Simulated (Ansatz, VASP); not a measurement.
# HgTe: VASP beside Ansatz

```
Hg Te
1.0
     0.00000    3.08746    3.08746
     3.08746    0.00000    3.08746
     3.08746    3.08746    0.00000
Hg Te
1 1
Direct
  0.00000 0.00000 0.00000
  0.25000 0.25000 0.25000
```

Change from the starting cell: volume scaled by 0.8, LAPW.

Alike in both runs: task single point; functional PBE; k mesh 11 × 11 × 11; occupations fermi-dirac, width 0.05 eV; no spin polarisation.

```csv
,VASP,Ansatz
version,VASP 6.6.1,Ansatz 0.2.0
potentials or method,"VASP PAW PBE potentials, release 64 (Hg, Te), cutoff 520 eV","all-electron LAPW, scalar-relativistic"
```

```csv
,VASP,Ansatz,Ansatz less VASP
pressure (GPa),13.7,13.5,-0.15
```

Ansatz ran all-electron here, and VASP with PAW potentials.

Spin-orbit coupling is off throughout.
